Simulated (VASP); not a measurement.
Set up this calculation in VASP 6.6.1, as the native input.

| Item | Value |
| --- | --- |
| Task | single point |
| Functional | PBE |
| Potentials or basis | VASP PAW PBE potentials, release 64 (C, Si) |
| Cutoff | 520 eV |
| k mesh | 9 × 9 × 1 |
| Occupations | gaussian, width 0.05 eV |
| Spin | collinear spin |
| Starting moments | [0.0, 0.0, 0.0, 2.0, 0.0, 0.0, 0.0] μB |
| Dipole correction | yes |
| Further INCAR settings | ALGO = Normal; EDIFF = 1e-06; NBANDS = 27 |

The structure of Si3C4 lies in POSCAR:

```
Si3C4
1.0
    3.0967390168      0.0000000000      0.0000000000
    0.0000000000      3.0967390168      0.0000000000
    0.0000000000      0.0000000000     20.9699133985
C Si
4 3
Direct
    0.0000000000      0.5000000000      0.1907494764
    0.5000000000      0.0000000000      0.2951717082
    0.0000000000      0.5000000000      0.3986724483
    0.7500000000      1.0000000000      0.4870656555
    0.5000000000      0.5000000000      0.2429605923
    0.0000000000      0.0000000000      0.3461922397
    0.5000000000      0.5000000000      0.4515952555
```

These files were run (other wordings do the same):

INCAR

```
  ALGO = Normal
  DIPOL = 0.5 0.5 0.345
  EDIFF = 1E-6
  ENCUT = 520
  GGA = PE
  IDIPOL = 3
  ISIF = 2
  ISMEAR = 0
  ISPIN = 2
  LASPH = T
  LCHARG = F
  LDIPOL = T
  LORBIT = 11
  LREAL = F
  LWAVE = F
  MAGMOM = 0 0 0 2 0 0 0
  NBANDS = 27
  NELM = 150
  PREC = Accurate
  SIGMA = 0.05
```

KPOINTS

```
k-points
0
Gamma
  9 9 1
```

Potentials or basis: VASP PAW PBE potentials, release 64 (C, Si).

Run with:

```console
$ cat potpaw_PBE.64/C/POTCAR potpaw_PBE.64/Si/POTCAR > POTCAR
$ mpirun -np 1 vasp_std > vasp.out
```

Results of the run:

```
Largest force                                         : 2.138 eV/Å
Band gap on the k mesh                                : zero (filled and empty bands overlap)
Net moment                                            : 0.00 μB per cell
Valence electrons inside the program's atomic spheres : C 2.23, 2.52, 2.51, 2.25; Si 1.67, 1.66
```

Run time: 9.7 min on 1 thread of Oxide Virtual Turin-like Processor, on a shared host, peak memory 0.43 GiB.
